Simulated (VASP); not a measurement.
Write the native input for VASP 6.6.1 that does the following.

```yaml
Task: single point
Functional: PBE
Potentials_or_basis: VASP PAW PBE potentials, release 64 (Mn_pv)
Cutoff: 520 eV
k_mesh: 53 × 53 × 53
Occupations: fermi-dirac, width 0.0612256 eV
Spin: no spin polarisation
Dipole_correction: no
Further_INCAR_settings: ALGO = Normal; EDIFF = 1e-07; NBANDS = 12
```

The structure of Mn lies in POSCAR:

```
Mn
1.0
    0.0000000000      1.7634886360      1.7634886360
    1.7634886360      0.0000000000      1.7634886360
    1.7634886360      1.7634886360      0.0000000000
Mn
1
Direct
    0.0000000000      0.0000000000      0.0000000000
```

This isn't the form of Mn at room conditions, which is a 58-atom cubic cell.

The input as run:

INCAR

```
SYSTEM = Mn
PREC     = Accurate       ! precision mode
ENCUT    = 520            ! plane-wave cutoff, eV
EDIFF    = 1E-7           ! SCF threshold, eV
ISMEAR   = -1             ! smearing method
SIGMA    = 0.06122561905347299 ! smearing width, eV
LREAL    = .FALSE.        ! projectors in reciprocal space
LASPH    = .TRUE.         ! aspherical terms in the spheres
NELM     = 100            ! most SCF steps
ALGO     = Normal         ! electronic algorithm
ISIF     = 2              ! what is computed and relaxed
LWAVE    = .FALSE.        ! write WAVECAR
LCHARG   = .TRUE.         ! write CHGCAR
GGA      = PE             ! functional
LELF     = .TRUE.         ! ELF
LVHAR    = .TRUE.       
NBANDS   = 12             ! bands
```

KPOINTS

```
Automatic mesh
0
G
  53 53 53
  0 0 0
```

Potentials or basis: VASP PAW PBE potentials, release 64 (Mn_pv).

Command:

```console
$ cat potpaw_PBE.64/Mn_pv/POTCAR > POTCAR
$ mpirun -np 1 vasp_std > vasp.out
```

Results of the run:

| Item | Value |
| --- | --- |
| Pressure | -5.6 GPa |
| Band gap on the k mesh | zero (an odd number of electrons rules out a gap without spin polarisation) |

Caveat: the cell stands under tension; the run has no spin polarisation, though such a crystal can be magnetic.

Run time: 9.3 min on 1 thread of Oxide Virtual Turin-like Processor, with other jobs on the host, peak memory 0.51 GiB.
